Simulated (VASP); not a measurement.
# K3ErC2 (P6/mmm) in VASP: further runs

The runs below take K3ErC2 through single point, relaxation of cell and atoms, with PBE.

Everything below comes from runs of VASP 6.6.1. Logs are shortened: lines on timing, memory, paths and dates and some standing lists are left out, and cuts for length are marked.

### Step 1. The cell of the first run

The structure is hexagonal, space group P6/mmm (No. 191). The conventional cell has a = 7.502 Å, b = 7.502 Å, c = 5.892 Å, α = 90.00°, β = 90.00°, γ = 120.00°. Within 4.9 Å of K (site symmetry mmm) lie 4 K at 3.75 Å and 4 C at 3.80 Å and 4 Er at 4.77 Å. Within 3.1 Å of Er (site symmetry 6/mmm) lie 2 C at 2.31 Å. C (site symmetry 6mm) has 1 C at 1.27 Å within 1.7 Å.

The cell was generated, and may not be a known phase.

### Step 2. Single point, PBE

The input, INCAR:

```
SYSTEM = K3ErC2
ALGO = Normal ; EDIFF = 1E-6
ENCUT = 600 ; GGA = PE
GGA_COMPAT = .FALSE. ; ISIF = 2
ISMEAR = 0 ; LASPH = .TRUE.
LCHARG = .TRUE. ; LELF = .TRUE.
LMAXMIX = 6 ; LREAL = .FALSE.
LVHAR = .TRUE. ; LWAVE = .FALSE.
NBANDS = 31 ; NELM = 200
PREC = Accurate ; SIGMA = 0.1
```

The input, KPOINTS:

```
k-points
0
G
  6 6 6
  0 0 0
```

The input, POSCAR:

```
K3ErC2
1.0
    7.5022620678      0.0000000000      0.0000000000
   -3.7511310339      6.4971495366      0.0000000000
    0.0000000000      0.0000000000      5.8916216723
K Er C
3 1 2
Direct
    0.5000000000      0.0000000000      0.5000000000
    0.0000000000      0.5000000000      0.5000000000
    0.5000000000      0.5000000000      0.5000000000
    0.0000000000      0.0000000000      0.0000000000
    0.0000000000      0.0000000000      0.3926377117
    0.0000000000      0.0000000000      0.6073622883
```

Potentials or basis: VASP PAW PBE potentials, release 64 (K_sv, Er_3, C), 4f in core.

Launch:

```bash
$ cat potpaw_PBE.64/K_sv/POTCAR potpaw_PBE.64/Er_3/POTCAR potpaw_PBE.64/C/POTCAR > POTCAR
$ mpirun -np 1 vasp_std > vasp.out
```

OUTCAR:

```text
SYSTEM = K3ErC2
   EDIFF = 1E-6
   ENCUT = 600
   GGA = PE
   ISIF = 2
   ISMEAR = 0
   LASPH = .TRUE.
   LREAL = .FALSE.
   NELM = 200
   PREC = Accurate

 ion  position               nearest neighbor table
   1  0.500  0.000  0.500-   2 3.75   3 3.75   3 3.75   2 3.75
   2  0.000  0.500  0.500-   3 3.75   3 3.75   1 3.75   1 3.75
   3  0.500  0.500  0.500-   2 3.75   2 3.75   1 3.75   1 3.75
   4  0.000  0.000  0.000-   5 2.31   6 2.31
   5  0.000  0.000  0.393-   6 1.27   4 2.31
   6  0.000  0.000  0.607-   5 1.27   4 2.31

  LATTYP: Found a hexagonal cell.
 ALAT       =     7.5022620678
 C/A-ratio  =     0.7853126989

  Lattice vectors:

 A1 = (   7.5022620678,   0.0000000000,   0.0000000000)
 A2 = (  -3.7511310339,   6.4971495366,   0.0000000000)
 A3 = (   0.0000000000,   0.0000000000,   5.8916216723)

Analysis of symmetry for initial positions (statically):
=====================================================================
 Subroutine PRICEL returns:
 Original cell was already a primitive cell.

 Routine SETGRP: Setting up the symmetry group for a
 hexagonal supercell.

 Subroutine GETGRP returns: Found 24 space group operations
 (whereof 24 operations were pure point group operations)
 out of a pool of 24 trial point group operations.

The static configuration has the point symmetry D_6h.

Analysis of symmetry for dynamics (positions and initial velocities):
=====================================================================
 Subroutine PRICEL returns:
 Original cell was already a primitive cell.

 Routine SETGRP: Setting up the symmetry group for a
 hexagonal supercell.

 Subroutine GETGRP returns: Found 24 space group operations
 (whereof 24 operations were pure point group operations)
 out of a pool of 24 trial point group operations.

The dynamic configuration has the point symmetry D_6h.

 Subroutine INISYM returns: Found 24 space group operations
 (whereof 24 operations are pure point group operations),
 and found     1 'primitive' translations

----------------------------------------------------------------------------------------

                                     Primitive cell

  volume of cell :     287.1772

  direct lattice vectors                    reciprocal lattice vectors
     7.502262068  0.000000000  0.000000000     0.133293131  0.076956825  0.000000000
    -3.751131034  6.497149537  0.000000000     0.000000000  0.153913650  0.000000000
     0.000000000  0.000000000  5.891621672     0.000000000  0.000000000  0.169732555

  length of vectors
     7.502262068  7.502262068  5.891621672     0.153913650  0.153913650  0.169732555

  position of ions in fractional coordinates (direct lattice)
     0.500000000  0.000000000  0.500000000
     0.000000000  0.500000000  0.500000000
     0.500000000  0.500000000  0.500000000
     0.000000000  0.000000000  0.000000000
     0.000000000  0.000000000  0.392637712
     0.000000000  0.000000000  0.607362288

  ion indices of the primitive-cell ions
   primitive index   ion index
                 1           1
                 2           2
                 3           3
                 4           4
                 5           5
                 6           6

----------------------------------------------------------------------------------------

 KPOINTS: k-points

Automatic generation of k-mesh.
 Grid dimensions read from file:
 generate k-points for:    6    6    6

 Generating k-lattice:

  Cartesian coordinates                     Fractional coordinates (reciprocal lattice)
     0.022215522  0.012826138  0.000000000     0.166666667  0.000000000  0.000000000
     0.000000000  0.025652275  0.000000000     0.000000000  0.166666667  0.000000000
     0.000000000  0.000000000  0.028288759     0.000000000  0.000000000  0.166666667

  Length of vectors
     0.025652275  0.025652275  0.028288759

  Shift w.r.t. Gamma in fractional coordinates (k-lattice)
     0.000000000  0.000000000  0.000000000

 Subroutine IBZKPT returns following result:
 ===========================================

 Found     28 irreducible k-points:

 Following reciprocal coordinates:
            Coordinates               Weight
  0.000000  0.000000  0.000000      1.000000
  0.166667 -0.000000  0.000000      6.000000
  0.333333 -0.000000  0.000000      6.000000
  0.500000  0.000000  0.000000      3.000000
  0.166667  0.166667  0.000000      6.000000
  0.333333  0.166667  0.000000     12.000000
[... 16 lines left out ...]
  0.166667 -0.000000  0.500000      6.000000
  0.333333 -0.000000  0.500000      6.000000
 [... further k-points ...]
   k-points           NKPTS =     28   k-points in BZ     NKDIM =     28   number of bands    NBANDS=     31
   number of dos      NEDOS =    301   number of ions     NIONS =      6
   total plane-waves  NPLWV = 172800
   dimension x,y,z NGX =    60 NGY =   60 NGZ =   48
   dimension x,y,z NGXF=   120 NGYF=  120 NGZF=   96
   ions per type =               3   1   2
   NGX,Y,Z   is equivalent  to a cutoff of  13.30, 13.30, 13.54 a.u.
   NGXF,Y,Z  is equivalent  to a cutoff of  26.59, 26.59, 27.09 a.u.
 SYSTEM =  K3ErC2
   PREC   = accura    normal or accurate (medium, high low for compatibility)
   ISTART =      0    job   : 0-new  1-cont  2-samecut
   ICHARG =      2    charge: 1-file 2-atom 10-const
   ISPIN  =      1    spin polarized calculation?
   LNONCOLLINEAR =      F non collinear calculations
   LSORBIT =      F    spin-orbit coupling
   LASPH  =      T    aspherical Exc in radial PAW
   ENCUT  =  600.0 eV  44.10 Ry    6.64 a.u.  14.98 14.98 11.77*2*pi/ulx,y,z
   NELM   =    200;   NELMIN=  2; NELMDL= -5     # of ELM steps
   EDIFF  = 0.1E-05   stopping-criterion for ELM
   LREAL  =      F    real-space projection
   EDIFFG = 0.1E-04   stopping-criterion for IOM
   NSW    =      0    number of steps for IOM
   IBRION =     -1    ionic relax: 0-MD 1-quasi-New 2-CG
   NFREE  =      0    steps in history (QN), initial steepest desc. (CG)
   ISIF   =      2    stress and relaxation
   ISYM   =      2    0-nonsym 1-usesym 2-fastsym
   POTIM  = 0.5000    time-step for ionic-motion
   TEBEG  =    0.0;   TEEND  =   0.0 temperature during run
   PSTRESS=    0.0 pullay stress
   NELECT =      44.0000    total number of electrons
   NUPDOWN=      -1.0000    fix difference up-down
   EMIN   =  10.00;   EMAX   =-10.00  energy-range for DOS
   EFERMI =   0.00;   METHOD = LEGACY
   ISMEAR =     0;   SIGMA  =   0.10  broadening in eV -4-tet -1-fermi 0-gaus
   EFERMI_NEDOS =   21; number of points for ismear=-14 and -15
   IALGO  =     38    algorithm
   IMIX   =      4    mixing-type and parameters
     AMIX     =   0.40;   BMIX     =  1.00
     AMIX_MAG =   1.60;   BMIX_MAG =  1.00
  volume/ion in A,a.u.               =      47.86       322.99
  Fermi-wavevector in a.u.,A,eV,Ry     =   0.876010  1.655419 10.441023  0.767394
  Thomas-Fermi vector in A             =   1.995761
   LORBIT       =      0    0 simple, 1 ext, 2 COOP (PROOUT), +10 PAW based schemes
   GGA     = PE    functional components
   LHFCALC =     F    Hartree Fock is set to
   AEXX    =    0.0000 exact exchange contribution
   IVDW    =     0    specifies the selected vdW correction
   LEPSILON=     F    determine dielectric tensor
   LRPA    =     F    only Hartree local field effects (RPA)
 non-spin polarized calculation
 Gauss-broadening in eV      SIGMA  =   0.10
  energy-cutoff  :      600.00
  volume of cell :      287.18
 maximum number of plane-waves:      9627
 NGX is ok and might be reduce to    60
   NGX = 29   NGY = 29   NGZ = 23

 number of electron      44.0000004 magnetization

 Free energy of the ion-electron system (eV)
  ---------------------------------------------------
  ext. energy  EPLUGINS =         0.00000000
  ---------------------------------------------------
  free energy    TOTEN  =       -22.55513039 eV

  energy without entropy =      -22.51196469  energy(sigma->0) =      -22.53354754

 E-fermi :   0.3942     XC(G=0):  -6.3157

 val. band max:        0.3938826330   @ k =   0.3333   0.1667   0.0000
 cond. band min:       0.4173029123   @ k =   0.1667   0.1667   0.3333
 fundamental gap:      0.0234202793
 Fermi energy:         0.3941874524

 k-point     1 :       0.0000    0.0000    0.0000
  band No.  band energies     occupation
      1     -32.1098      2.00000
      2     -32.0752      2.00000
      3     -32.0752      2.00000
      4     -25.8204      2.00000
      5     -25.8204      2.00000
      6     -25.3381      2.00000
[... 23 lines left out ...]
     30       3.0011      0.00000
     31       3.1015      0.00000

 k-point     2 :       0.1667   -0.0000    0.0000
  band No.  band energies     occupation
      1     -32.1078      2.00000
      2     -32.0773      2.00000
      3     -32.0752      2.00000
      4     -25.8204      2.00000
      5     -25.8204      2.00000
      6     -25.3381      2.00000
[... 23 lines left out ...]
     30       3.0196      0.00000
     31       3.1922      0.00000

 k-point     3 :       0.3333   -0.0000    0.0000
  band No.  band energies     occupation
      1     -32.1025      2.00000
      2     -32.0826      2.00000
      3     -32.0752      2.00000
      4     -25.8204      2.00000
      5     -25.8204      2.00000
      6     -25.3381      2.00000
[... 23 lines left out ...]
     30       3.1002      0.00000
     31       3.3902      0.00000

 k-point     4 :       0.5000    0.0000    0.0000
  band No.  band energies     occupation
      1     -32.0983      2.00000
      2     -32.0868      2.00000
      3     -32.0752      2.00000
      4     -25.8204      2.00000
      5     -25.8204      2.00000
      6     -25.3381      2.00000
[... 23 lines left out ...]
     30       3.1485      0.00000
     31       3.5404      0.00000

 k-point     5 :       0.1667    0.1667    0.0000
  band No.  band energies     occupation
      1     -32.1041      2.00000
      2     -32.0810      2.00000
      3     -32.0752      2.00000
      4     -25.8204      2.00000
      5     -25.8204      2.00000
      6     -25.3381      2.00000
[... 23 lines left out ...]
     30       3.0865      0.00000
     31       3.3818      0.00000
[... 542 lines left out ...]
     30       2.8507      0.00000
     31       3.3838      0.00000

 k-point    22 :       0.0000    0.0000    0.5000
  band No.  band energies     occupation
      1     -32.1098      2.00000
      2     -32.0752      2.00000
      3     -32.0752      2.00000
      4     -25.8203      2.00000
      5     -25.8203      2.00000
      6     -25.3411      2.00000
[... 23 lines left out ...]
     30       2.8918      0.00000
     31       2.8919      0.00000

 k-point    23 :       0.1667   -0.0000    0.5000
  band No.  band energies     occupation
      1     -32.1077      2.00000
      2     -32.0773      2.00000
      3     -32.0752      2.00000
      4     -25.8203      2.00000
      5     -25.8203      2.00000
      6     -25.3411      2.00000
[... 23 lines left out ...]
     30       2.8931      0.00000
     31       2.9683      0.00000

 k-point    24 :       0.3333   -0.0000    0.5000
  band No.  band energies     occupation
      1     -32.1025      2.00000
      2     -32.0825      2.00000
      3     -32.0752      2.00000
      4     -25.8203      2.00000
      5     -25.8203      2.00000
      6     -25.3412      2.00000
[... 23 lines left out ...]
     30       2.9067      0.00000
     31       3.2020      0.00000

 [... further k-points ...]

------------------------ aborting loop because EDIFF is reached ----------------------------------------

  FORCE on cell =-STRESS in cart. coord.  units (eV):
  Direction    XX          YY          ZZ          XY          YZ          ZX
  --------------------------------------------------------------------------------------
  -------------------------------------------------------------------------------------
  Total       -0.0092853     -0.0092853      0.4587528      0.0000000      0.0000000     -0.0000000
  in kB       -0.0518033     -0.0518033      2.5594072      0.0000000      0.0000000     -0.0000000
  external PRESSURE =       0.8186002 kB  Pullay stress =       0.0000000 kB

 VOLUME and BASIS-vectors are now :
 -----------------------------------------------------------------------------
  energy-cutoff  :      600.00
  volume of cell :      287.18
      direct lattice vectors                 reciprocal lattice vectors
     7.502262068  0.000000000  0.000000000     0.133293131  0.076956825  0.000000000
    -3.751131034  6.497149537  0.000000000     0.000000000  0.153913650  0.000000000
     0.000000000  0.000000000  5.891621672     0.000000000  0.000000000  0.169732555

 POSITION                                       TOTAL-FORCE (eV/Angst)
 -----------------------------------------------------------------------------------
      3.75113      0.00000      2.94581         0.000000      0.000000      0.000000
     -1.87557      3.24857      2.94581         0.000000      0.000000      0.000000
      1.87557      3.24857      2.94581         0.000000      0.000000      0.000000
      0.00000      0.00000      0.00000         0.000000      0.000000      0.000000
      0.00000      0.00000      2.31327        -0.000000      0.000000     -0.036314
      0.00000      0.00000      3.57835        -0.000000     -0.000000      0.036314
 -----------------------------------------------------------------------------------
    total drift:                               -0.000000      0.000000      0.000000

  FREE ENERGIE OF THE ION-ELECTRON SYSTEM (eV)
  ---------------------------------------------------
  free  energy   TOTEN  =       -22.5551303919 eV

  energy  without entropy=      -22.5119646937  energy(sigma->0) =      -22.53354754
```

Wall time 3.6 min (1 thread of Intel Xeon 6975P-C (Granite Rapids), shared host); peak memory 0.6 GiB.

Results:

```yaml
Free_energy: -22.5551 eV
Pressure: 0.1 GPa
Largest_force: 0.036 eV/Å
Band_gap_on_the_k_mesh: zero (bands 22 and 23 overlap by 0.72 eV)
```

Forces on the atoms (eV/Å):
```
K    0.000  0.000  0.000
K    0.000  0.000  0.000
K    0.000  0.000  0.000
Er   0.000  0.000  0.000
C    0.000  0.000 -0.036
C    0.000  0.000  0.036
```

Stress tensor (GPa, compression positive):
```
-0.01  0.00  0.00
 0.00 -0.01  0.00
 0.00  0.00  0.26
```

Levels at points of the mesh, in eV from the Fermi level:
| k point | band 20 | band 21 | band 22 | band 23 | band 24 | band 25 |
| --- | --- | --- | --- | --- | --- | --- |
| (0.00, 0.00, 0.00) | -3.66 | -1.87 | 0.03 | 0.03 | 0.46 | 0.46 |
| (0.50, 0.00, 0.00) | -3.71 | -0.99 | -0.72 | 0.06 | 0.06 | 0.29 |
| (0.00, 0.00, 0.50) | -2.88 | -1.20 | -0.48 | 0.81 | 0.81 | 0.90 |
| (0.50, 0.00, 0.50) | -2.81 | -0.73 | -0.16 | 0.29 | 0.54 | 0.72 |

Caveat: spin-orbit coupling is left out, which moves the levels of the heavy elements; the 4f electrons are frozen in the core, so they carry no moment and show no levels. Spin polarisation is off, so any magnetic state and its effect on volume and gap are missing.

(Continued in part 2 of 2.)

The gap in the log of VASP goes by the Fermi energy; the results here count the filled bands.